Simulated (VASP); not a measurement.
# AlN (P6_3mc) in VASP: further runs, part 2 of 2

VASP 6.6.1. The steps go on from the part before.

### Step 3. Elastic constants, LDA

This run uses another cell than the first one, of 10.21 Å³/atom.

Input file INCAR:

```
ALGO = Normal
EDIFF = 1E-8
ENCUT = 600
GGA = CA
IBRION = 6
ISIF = 3
ISMEAR = 0
LASPH = True
LCHARG = False
LREAL = False
LWAVE = False
NBANDS = 16
NELM = 80
NFREE = 2
NSW = 1
POTIM = 0.015
PREC = Accurate
SIGMA = 0.01
```

Input file KPOINTS:

```
k-points
0
Gamma
  8 8 5
```

Input file POSCAR:

```
AlN
1.0
    3.0887234468      0.0000000000      0.0000000000
   -1.5443617234      2.6749129702      0.0000000000
    0.0000000000      0.0000000000      4.9433129782
Al N
2 2
Direct
    0.3333333333      0.6666666667      0.0000107455
    0.6666666667      0.3333333333      0.5000107455
    0.3333333333      0.6666666667      0.3819892545
    0.6666666667      0.3333333333      0.8819892545
```

Potentials or basis: VASP PAW LDA potentials, release 64 (Al, N).

Launch:

```bash
> cat potpaw_LDA.64/Al/POTCAR potpaw_LDA.64/N/POTCAR > POTCAR
> mpirun -np 1 vasp_std > vasp.out
```

OUTCAR:

```text
EDIFF = 1E-8
   ENCUT = 600
   GGA = CA
   IBRION = 6
   ISIF = 3
   ISMEAR = 0
   LASPH = True
   LREAL = False
   NELM = 80
   NFREE = 2
   NSW = 1
   POTIM = 0.015
   PREC = Accurate

 ion  position               nearest neighbor table
   1  0.333  0.667  0.000-   4 1.88   4 1.88   4 1.88   3 1.89   2 3.05   2 3.05   2 3.05   2 3.05
                             2 3.05   2 3.05
   2  0.667  0.333  0.500-   3 1.88   3 1.88   3 1.88   4 1.89   1 3.05   1 3.05   1 3.05   1 3.05
                             1 3.05   1 3.05
   3  0.333  0.667  0.382-   2 1.88   2 1.88   2 1.88   1 1.89
   4  0.667  0.333  0.882-   1 1.88   1 1.88   1 1.88   2 1.89

  LATTYP: Found a hexagonal cell.
 ALAT       =     3.0887234468
 C/A-ratio  =     1.6004388426

  Lattice vectors:

[... 906 lines left out ...]

 INTERNAL STRAIN TENSOR FOR ION    4 for displacements in x,y,z  (eV/Angst):
          X           Y           Z          XY          YZ          ZX
  --------------------------------------------------------------------------------
  x     0.00000     0.00000     0.00000    11.27437     0.00000     5.74545
  y    11.27437   -11.27437     0.00000     0.00000     5.74545     0.00000
  z     5.97930     5.97930   -13.26703     0.00000     0.00000     0.00000

 Eigenvectors and eigenvalues of the dynamical matrix
 ----------------------------------------------------

   1 f  =   21.994008 THz   138.192431 2PiTHz  733.641152 cm-1    90.959869 meV
             X         Y         Z           dx          dy          dz
     -0.000000  1.783275  0.000053    -0.000000   -0.000000    0.011039
      1.544362  0.891638  2.471710    -0.000000   -0.000000   -0.011039
     -0.000000  1.783275  1.888292     0.000000    0.000000   -0.707021
      1.544362  0.891638  4.359949     0.000000    0.000000    0.707021
[... 71 lines left out ...]
  12 f/i=    0.001172 THz     0.007364 2PiTHz    0.039096 cm-1     0.004847 meV
             X         Y         Z           dx          dy          dz
     -0.000000  1.783275  0.000053    -0.266708   -0.508011   -0.000000
      1.544362  0.891638  2.471710    -0.266708   -0.508011   -0.000000
     -0.000000  1.783275  1.888292    -0.192103   -0.365907   -0.000000
      1.544362  0.891638  4.359949    -0.192103   -0.365907   -0.000000

--------------------------------------------------------------------------------------------------------

 ELASTIC MODULI CONTR FROM IONIC RELAXATION (kBar)
 Direction    XX          YY          ZZ          XY          YZ          ZX
 --------------------------------------------------------------------------------
 XX        -801.4096    380.2695    467.2831     -0.0000      0.0000     -0.0000
 YY         380.2695   -801.4096    467.2831     -0.0000     -0.0000      0.0000
 ZZ         467.2831    467.2831  -1036.9634      0.0000      0.0000      0.0000
 XY          -0.0000     -0.0000      0.0000   -590.8396     -0.0000      0.0000
 YZ           0.0000     -0.0000      0.0000     -0.0000   -162.8759      0.0000
 ZX          -0.0000      0.0000      0.0000      0.0000      0.0000   -162.8759
 --------------------------------------------------------------------------------

 TOTAL ELASTIC MODULI (kBar)
 Direction    XX          YY          ZZ          XY          YZ          ZX
 --------------------------------------------------------------------------------
 XX        3985.9577   1463.9784   1140.4770     -0.0000      0.0000     -0.0000
 YY        1463.9784   3985.9577   1140.4770     -0.0000     -0.0000      0.0000
 ZZ        1140.4770   1140.4770   3715.2767      0.0000      0.0000      0.0000
 XY          -0.0000     -0.0000      0.0000   1260.9897     -0.0000      0.0000
 YZ           0.0000     -0.0000      0.0000     -0.0000   1153.6452      0.0000
 ZX          -0.0000      0.0000      0.0000      0.0000      0.0000   1153.6452
 --------------------------------------------------------------------------------
```

stdout:

```text
POSCAR found type information on POSCAR AlN
 POSCAR found :  2 types and       4 ions
 scaLAPACK will be used
 LDA part: xc-table for (Slater(with rela. corr.)+CA(PZ))
 , standard interpolation
 POSCAR, INCAR and KPOINTS ok, starting setup
 FFT: planning ... GRIDC
 FFT: planning ... GRID_SOFT
 FFT: planning ... GRID
 WAVECAR not read
 entering main loop
 Found     4 degrees of freedom:
 Adding 6 more for cell shape distortion
 Finite differences POTIM= 0.01500 DOF=  10
 bond charge predicted
 Finite differences progress:
 bond charge predicted
 Finite differences progress:
 bond charge predicted
 Finite differences progress:
 bond charge predicted
 Finite differences progress:
 bond charge predicted
 Finite differences progress:
 bond charge predicted
 Finite differences progress:
 bond charge predicted
 Finite differences progress:
 bond charge predicted
 Finite differences progress:
 bond charge predicted
 Finite differences progress:
 bond charge predicted
 Finite differences progress:
 bond charge predicted
 Finite differences progress:
 bond charge predicted
 Finite differences progress:
 bond charge predicted
 Finite differences progress:
 bond charge predicted
 Finite differences progress:
 bond charge predicted
 Finite differences progress:
 bond charge predicted
 Finite differences progress:
 bond charge predicted
 Finite differences progress:
 bond charge predicted
 Finite differences progress:
 bond charge predicted
 Finite differences progress:
 bond charge predicted
 Finite differences progress:
```

It took 16 min on 1 thread of Intel Xeon Platinum 8259CL at 2.50GHz (Skylake/Cascade Lake), shared host; peak memory 0.33 GiB.

What came out:

```yaml
Voigt_bulk_modulus: 213 GPa
Highest_phonon_frequency_at_Γ_LO-TO_splitting_left_out: 734 cm⁻¹
```

Phonon frequencies in cm⁻¹ (negative: imaginary):
```
              q point                                frequencies
(0.000, 0.000, 0.000)  0 0 0 239 239 555 627 674 674 685 685 734
```

Elastic tensor in Voigt notation (GPa, in the Cartesian axes of the cell as first typed):
```
399 146 114   0   0   0
146 399 114   0   0   0
114 114 372   0   0   0
  0   0   0 115   0   0
  0   0   0   0 115   0
  0   0   0   0   0 126
```

Clamped-ion elastic tensor (GPa):
```
479 108  67   0   0   0
108 479  67   0   0   0
 67  67 475   0   0   0
  0   0   0 132   0   0
  0   0   0   0 132   0
  0   0   0   0   0 185
```
